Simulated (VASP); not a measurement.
HfO2:

```
Hf O
1.0
     0.00000    2.55750    2.55750
     2.55750    0.00000    2.55750
     2.55750    2.55750    0.00000
Hf O
1 2
Direct
  0.00000 0.00000 0.00000
  0.25000 0.25000 0.25000
  0.75000 0.75000 0.75000
```

- Program: VASP 6.6.1
- Task: relaxation of cell and atoms
- Functional: r2SCAN
- Potentials or basis: VASP PAW PBE potentials, release 64 (Hf_pv, O)
- Cutoff: 600 eV
- k mesh: 8 × 8 × 8
- Occupations: gaussian, width 0.01 eV
- Spin: no spin polarisation

At the start: pressure -12.3 GPa; volume 11.15 Å³/atom.

**Question.** Where does the relaxation end?

**Answer.** Over 4 steps the energy falls by 21.4 meV/atom and the volume is 10.62 Å³/atom (-4.8 %); space group Fm-3m (No. 225, to 0.05 Å).

Step by step:
| step | energy change (eV) | largest force (eV/Å) | pressure (GPa) | volume (Å³) |
| --- | --- | --- | --- | --- |
| 1 | 0.0000 | 0.0000 | -12.34 | 33.46 |
| 2 | 0.1125 | 0.0000 | 25.61 | 29.47 |
| 3 | -0.0642 | 0.0000 | -0.33 | 31.88 |
| 4 | -0.0643 | 0.0000 | -0.02 | 31.85 |

Final structure:
```
CELL_PARAMETERS angstrom
0.00000 2.51580 2.51580
2.51580 0.00000 2.51580
2.51580 2.51580 0.00000
ATOMIC_POSITIONS crystal
Hf 0.00000 0.00000 0.00000
O 0.25000 0.25000 0.25000
O 0.75000 0.75000 0.75000
```

Caveat: the PAW data sets were made with another functional, which shifts forces and pressure a little.
